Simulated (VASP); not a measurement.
# Ti (Fd-3m) in VASP: single point with r2SCAN

Aim: the single point of Ti with r2SCAN.

All numbers are computed with VASP 6.6.1; they aren't measurements. Logs are shortened: lines on timing, memory, paths and dates and some standing lists are left out, and cuts for length are marked.

## (1) The cell of the first run

It takes space group Fd-3m (No. 227, cubic). Conventional cell: a = 5.564 Å, b = 5.564 Å, c = 5.564 Å, α = 90.00°, β = 90.00°, γ = 90.00°. Ti (site symmetry -43m) has 4 Ti at 2.41 Å within 3.2 Å.

This isn't the form of Ti at room conditions, which is hcp.

## (2) Single point, r2SCAN

POSCAR reads:

```
Ti
1.0
    0.0000000000      2.7819730232      2.7819730232
    2.7819730232      0.0000000000      2.7819730232
    2.7819730232      2.7819730232      0.0000000000
Ti
2
Direct
    1.0000000000      1.0000000000      1.0000000000
    0.2500000000      0.2500000000      0.2500000000
```

INCAR.step1 reads:

```
SYSTEM = Ti
  PREC = Accurate
  ENCUT = 520
  ISMEAR = -1
  SIGMA = 0.1
  LREAL = .FALSE.
  LASPH = .TRUE.
  NELM = 60
  NBANDS = 19
  GGA = PE
  ALGO = Normal
  EDIFF = 1E-4
  LWAVE = .TRUE.
  LCHARG = .FALSE.
```

INCAR.step2 reads:

```
SYSTEM = Ti
  PREC = Accurate
  ENCUT = 520
  EDIFF = 1E-6
  ISMEAR = -1
  SIGMA = 0.1
  LREAL = .FALSE.
  LASPH = .TRUE.
  NELM = 60
  ALGO = Normal
  ISIF = 2
  LWAVE = .FALSE.
  LCHARG = .TRUE.
  METAGGA = R2SCAN
  LMIXTAU = .TRUE.
  LELF = .TRUE.
  LVHAR = .TRUE.
  NBANDS = 19
  ISTART = 1
```

KPOINTS reads:

```
regular mesh
0
G
  14 14 14
  0 0 0
```

Potentials or basis: VASP PAW PBE potentials, release 64 (Ti_sv).

Launch:

```bash
> cat potpaw_PBE.64/Ti_sv/POTCAR > POTCAR
> cp INCAR.step1 INCAR
> mpirun -np 1 vasp_std > vasp.out
> cp INCAR.step2 INCAR
> mpirun -np 1 vasp_std > vasp.out
```

OUTCAR:

```text
SYSTEM = Ti
   PREC = Accurate
   ENCUT = 520
   EDIFF = 1E-6
   ISMEAR = -1
   LREAL = .FALSE.
   LASPH = .TRUE.
   NELM = 60
   ISIF = 2
   METAGGA = R2SCAN
   ISTART = 1

 ion  position               nearest neighbor table
   1  0.000  0.000  0.000-   2 2.41   2 2.41   2 2.41   2 2.41
   2  0.250  0.250  0.250-   1 2.41   1 2.41   1 2.41   1 2.41

  LATTYP: Found a face centered cubic cell.
 ALAT       =     5.5639460464

  Lattice vectors:

 A1 = (   0.0000000000,   2.7819730232,   2.7819730232)
 A2 = (   2.7819730232,   0.0000000000,   2.7819730232)
 A3 = (   2.7819730232,   2.7819730232,   0.0000000000)

Analysis of symmetry for initial positions (statically):
=====================================================================
 Subroutine PRICEL returns:
 Original cell was already a primitive cell.

 Routine SETGRP: Setting up the symmetry group for a
 face centered cubic supercell.

 Subroutine GETGRP returns: Found 48 space group operations
 (whereof 24 operations were pure point group operations)
 out of a pool of 48 trial point group operations.

The static configuration has the point symmetry T_d .
 The point group associated with its full space group is O_h .

Analysis of symmetry for dynamics (positions and initial velocities):
=====================================================================
 Subroutine PRICEL returns:
 Original cell was already a primitive cell.

 Routine SETGRP: Setting up the symmetry group for a
 face centered cubic supercell.

 Subroutine GETGRP returns: Found 48 space group operations
 (whereof 24 operations were pure point group operations)
 out of a pool of 48 trial point group operations.

The dynamic configuration has the point symmetry T_d .
 The point group associated with its full space group is O_h .

 Subroutine INISYM returns: Found 48 space group operations
 (whereof 24 operations are pure point group operations),
 and found     1 'primitive' translations

----------------------------------------------------------------------------------------

                                     Primitive cell

  volume of cell :      43.0615

  direct lattice vectors                    reciprocal lattice vectors
     0.000000000  2.781973023  2.781973023    -0.179728558  0.179728558  0.179728558
     2.781973023  0.000000000  2.781973023     0.179728558 -0.179728558  0.179728558
     2.781973023  2.781973023  0.000000000     0.179728558  0.179728558 -0.179728558

  length of vectors
     3.934303980  3.934303980  3.934303980     0.311298994  0.311298994  0.311298994

  position of ions in fractional coordinates (direct lattice)
     0.000000000  0.000000000  0.000000000
     0.250000000  0.250000000  0.250000000

  ion indices of the primitive-cell ions
   primitive index   ion index
                 1           1
                 2           2

----------------------------------------------------------------------------------------

 KPOINTS: regular mesh

Automatic generation of k-mesh.
 Grid dimensions read from file:
 generate k-points for:   14   14   14

 Generating k-lattice:

  Cartesian coordinates                     Fractional coordinates (reciprocal lattice)
    -0.012837754  0.012837754  0.012837754     0.071428571  0.000000000  0.000000000
     0.012837754 -0.012837754  0.012837754     0.000000000  0.071428571  0.000000000
     0.012837754  0.012837754 -0.012837754     0.000000000  0.000000000  0.071428571

  Length of vectors
     0.022235642  0.022235642  0.022235642

  Shift w.r.t. Gamma in fractional coordinates (k-lattice)
     0.000000000  0.000000000  0.000000000

 Subroutine IBZKPT returns following result:
 ===========================================

 Found    104 irreducible k-points:

 Following reciprocal coordinates:
            Coordinates               Weight
  0.000000  0.000000  0.000000      1.000000
  0.071429  0.000000  0.000000      8.000000
  0.142857  0.000000  0.000000      8.000000
  0.214286  0.000000  0.000000      8.000000
  0.285714  0.000000  0.000000      8.000000
  0.357143  0.000000  0.000000      8.000000
[... 16 lines left out ...]
  0.214286  0.142857  0.000000     24.000000
  0.285714  0.142857  0.000000     24.000000
 [... further k-points ...]
   k-points           NKPTS =    104   k-points in BZ     NKDIM =    104   number of bands    NBANDS=     19
   number of dos      NEDOS =    301   number of ions     NIONS =      2
   total plane-waves  NPLWV =  27000
   dimension x,y,z NGX =    30 NGY =   30 NGZ =   30
   dimension x,y,z NGXF=    60 NGYF=   60 NGZF=   60
   ions per type =               2
   NGX,Y,Z   is equivalent  to a cutoff of  12.68, 12.68, 12.68 a.u.
   NGXF,Y,Z  is equivalent  to a cutoff of  25.35, 25.35, 25.35 a.u.
 SYSTEM =  Ti
   PREC   = accura    normal or accurate (medium, high low for compatibility)
   ISTART =      1    job   : 0-new  1-cont  2-samecut
   ICHARG =      0    charge: 1-file 2-atom 10-const
   ISPIN  =      1    spin polarized calculation?
   LNONCOLLINEAR =      F non collinear calculations
   LSORBIT =      F    spin-orbit coupling
   LASPH  =      T    aspherical Exc in radial PAW
   ENCUT  =  520.0 eV  38.22 Ry    6.18 a.u.   7.32  7.32  7.32*2*pi/ulx,y,z
   NELM   =     60;   NELMIN=  2; NELMDL=  0     # of ELM steps
   EDIFF  = 0.1E-05   stopping-criterion for ELM
   LREAL  =      F    real-space projection
   EDIFFG = 0.1E-04   stopping-criterion for IOM
   NSW    =      0    number of steps for IOM
   IBRION =     -1    ionic relax: 0-MD 1-quasi-New 2-CG
   NFREE  =      0    steps in history (QN), initial steepest desc. (CG)
   ISIF   =      2    stress and relaxation
   ISYM   =      2    0-nonsym 1-usesym 2-fastsym
   POTIM  = 0.5000    time-step for ionic-motion
   TEBEG  =    0.0;   TEEND  =   0.0 temperature during run
   PSTRESS=    0.0 pullay stress
   NELECT =      24.0000    total number of electrons
   NUPDOWN=      -1.0000    fix difference up-down
   EMIN   =  10.00;   EMAX   =-10.00  energy-range for DOS
   EFERMI =   0.00;   METHOD = LEGACY
   ISMEAR =    -1;   SIGMA  =   0.10  broadening in eV -4-tet -1-fermi 0-gaus
   EFERMI_NEDOS =   21; number of points for ismear=-14 and -15
   IALGO  =     38    algorithm
   IMIX   =      4    mixing-type and parameters
     AMIX     =   0.40;   BMIX     =  1.00
     AMIX_MAG =   1.60;   BMIX_MAG =  1.00
  volume/ion in A,a.u.               =      21.53       145.30
  Fermi-wavevector in a.u.,A,eV,Ry     =   1.347253  2.545938 24.695789  1.815089
  Thomas-Fermi vector in A             =   2.475018
   LORBIT       =      0    0 simple, 1 ext, 2 COOP (PROOUT), +10 PAW based schemes
   METAGGA = R2SCAN    functional components
   LHFCALC =     F    Hartree Fock is set to
   AEXX    =    0.0000 exact exchange contribution
   IVDW    =     0    specifies the selected vdW correction
   LEPSILON=     F    determine dielectric tensor
   LRPA    =     F    only Hartree local field effects (RPA)
 non-spin polarized calculation
  energy-cutoff  :      520.00
  volume of cell :       43.06
 maximum number of plane-waves:      1211
 NGX is ok and might be reduce to    30
   NGX = 15   NGY = 15   NGZ = 15

 number of electron      24.0000006 magnetization

 Free energy of the ion-electron system (eV)
  ---------------------------------------------------
  ext. energy  EPLUGINS =         0.00000000
  ---------------------------------------------------
  free energy    TOTEN  =       -20.82216890 eV

  energy without entropy =      -20.63458502  energy(sigma->0) =      -20.72837696

 E-fermi :   6.0184     XC(G=0): -10.9636

 val. band max:        6.0152377728   @ k =   0.4286   0.4286   0.0000
 cond. band min:       6.0190898487   @ k =  -0.4286   0.0714   0.0000
 fundamental gap:      0.0038520759
 Fermi energy:         6.0184217914

 k-point     1 :       0.0000    0.0000    0.0000
  band No.  band energies     occupation
      1     -53.1264      2.00000
      2     -52.4995      2.00000
      3     -28.5791      2.00000
      4     -28.5791      2.00000
      5     -28.5791      2.00000
      6     -27.7189      2.00000
[... 11 lines left out ...]
     18      10.2289      0.00000
     19      10.2289      0.00000

 k-point     2 :       0.0714    0.0000    0.0000
  band No.  band energies     occupation
      1     -53.1206      2.00000
      2     -52.5055      2.00000
      3     -28.5852      2.00000
      4     -28.5852      2.00000
      5     -28.5798      2.00000
      6     -27.7191      2.00000
[... 11 lines left out ...]
     18      10.2246      0.00000
     19      10.2246      0.00000

 k-point     3 :       0.1429    0.0000    0.0000
  band No.  band energies     occupation
      1     -53.1039      2.00000
      2     -52.5230      2.00000
      3     -28.6020      2.00000
      4     -28.6020      2.00000
      5     -28.5822      2.00000
      6     -27.7195      2.00000
[... 11 lines left out ...]
     18      10.2083      0.00000
     19      10.2083      0.00000

 k-point     4 :       0.2143    0.0000    0.0000
  band No.  band energies     occupation
      1     -53.0777      2.00000
      2     -52.5503      2.00000
      3     -28.6252      2.00000
      4     -28.6252      2.00000
      5     -28.5863      2.00000
      6     -27.7194      2.00000
[... 11 lines left out ...]
     18      10.1705      0.00000
     19      10.1705      0.00000

 k-point     5 :       0.2857    0.0000    0.0000
  band No.  band energies     occupation
      1     -53.0452      2.00000
      2     -52.5841      2.00000
      3     -28.6496      2.00000
      4     -28.6496      2.00000
      5     -28.5917      2.00000
      6     -27.7184      2.00000
[... 11 lines left out ...]
     18      10.0997      0.00000
     19      10.0997      0.00000

 k-point     6 :       0.3571    0.0000    0.0000
  band No.  band energies     occupation
      1     -53.0111      2.00000
      2     -52.6194      2.00000
      3     -28.6706      2.00000
      4     -28.6706      2.00000
      5     -28.5972      2.00000
      6     -27.7166      2.00000
[... 11 lines left out ...]
     18       9.9901      0.00000
     19       9.9901      0.00000

 k-point     7 :       0.4286    0.0000    0.0000
  band No.  band energies     occupation
      1     -52.9834      2.00000
      2     -52.6479      2.00000
      3     -28.6846      2.00000
      4     -28.6846      2.00000
      5     -28.6015      2.00000
      6     -27.7149      2.00000
[... 11 lines left out ...]
     18       9.8623      0.00000
     19       9.8623      0.00000

 k-point     8 :       0.5000    0.0000    0.0000
  band No.  band energies     occupation
      1     -52.9723      2.00000
      2     -52.6593      2.00000
      3     -28.6895      2.00000
      4     -28.6895      2.00000
      5     -28.6031      2.00000
      6     -27.7143      2.00000
[... 256 lines left out ...]
 k-point    20 :      -0.1429    0.0714    0.0000
  band No.  band energies     occupation
      1     -53.0912      2.00000
      2     -52.5363      2.00000
      3     -28.6346      2.00000
      4     -28.6056      2.00000
      5     -28.5695      2.00000
      6     -27.7330      2.00000
[... 11 lines left out ...]
     18      10.0581      0.00000
     19      10.3058      0.00000

 k-point    21 :      -0.0714    0.0714    0.0000
  band No.  band energies     occupation
      1     -53.1112      2.00000
      2     -52.5154      2.00000
      3     -28.6062      2.00000
      4     -28.5899      2.00000
      5     -28.5743      2.00000
      6     -27.7259      2.00000
[... 11 lines left out ...]
     18      10.1496      0.00000
     19      10.2764      0.00000

 k-point    22 :       0.1429    0.1429    0.0000
  band No.  band energies     occupation
      1     -53.0960      2.00000
      2     -52.5313      2.00000
      3     -28.6292      2.00000
      4     -28.6292      2.00000
      5     -28.5377      2.00000
      6     -27.7654      2.00000
[... 11 lines left out ...]
     18       9.9594      0.00000
     19      10.3668      0.00000

 k-point    23 :       0.2143    0.1429    0.0000
  band No.  band energies     occupation
      1     -53.0760      2.00000
      2     -52.5521      2.00000
      3     -28.6540      2.00000
      4     -28.6532      2.00000
      5     -28.5199      2.00000
      6     -27.7854      2.00000
[... 11 lines left out ...]
     18       9.8266      0.00000
     19      10.3887      0.00000

 k-point    24 :       0.2857    0.1429    0.0000
  band No.  band energies     occupation
      1     -53.0476      2.00000
      2     -52.5816      2.00000
      3     -28.6834      2.00000
      4     -28.6774      2.00000
      5     -28.5061      2.00000
      6     -27.8007      2.00000
[... 11 lines left out ...]
     18       9.6954      0.00000
     19      10.3767      0.00000

 [... further k-points ...]

------------------------ aborting loop because EDIFF is reached ----------------------------------------

  FORCE on cell =-STRESS in cart. coord.  units (eV):
  Direction    XX          YY          ZZ          XY          YZ          ZX
  --------------------------------------------------------------------------------------
  -------------------------------------------------------------------------------------
  Total        0.1028098      0.1028098      0.1028098      0.0000000      0.0000000     -0.0000000
  in kB        3.8252210      3.8252210      3.8252210      0.0000000      0.0000000     -0.0000000
  external PRESSURE =       3.8252210 kB  Pullay stress =       0.0000000 kB

 VOLUME and BASIS-vectors are now :
 -----------------------------------------------------------------------------
  energy-cutoff  :      520.00
  volume of cell :       43.06
      direct lattice vectors                 reciprocal lattice vectors
     0.000000000  2.781973023  2.781973023    -0.179728558  0.179728558  0.179728558
     2.781973023  0.000000000  2.781973023     0.179728558 -0.179728558  0.179728558
     2.781973023  2.781973023  0.000000000     0.179728558  0.179728558 -0.179728558

 POSITION                                       TOTAL-FORCE (eV/Angst)
 -----------------------------------------------------------------------------------
      0.00000      0.00000      0.00000         0.000000      0.000000      0.000000
      1.39099      1.39099      1.39099        -0.000000     -0.000000     -0.000000
 -----------------------------------------------------------------------------------
    total drift:                                0.000000     -0.000000      0.000000

  FREE ENERGIE OF THE ION-ELECTRON SYSTEM (eV)
  ---------------------------------------------------
  free  energy   TOTEN  =       -20.8221689037 eV

  energy  without entropy=      -20.6345850152  energy(sigma->0) =      -20.72837696
```

Run time: 4.2 min. Hardware: 1 thread of AMD EPYC 9R45 (Zen 5), shared host; peak memory 0.19 GiB.

What came out:

* Free energy: -20.8222 eV
* Pressure: 0.4 GPa
* Band gap on the k mesh: zero (bands 12 and 13 overlap by 0.28 eV)

Caveat: the PAW data sets were made with another functional, which shifts forces and pressure a little.
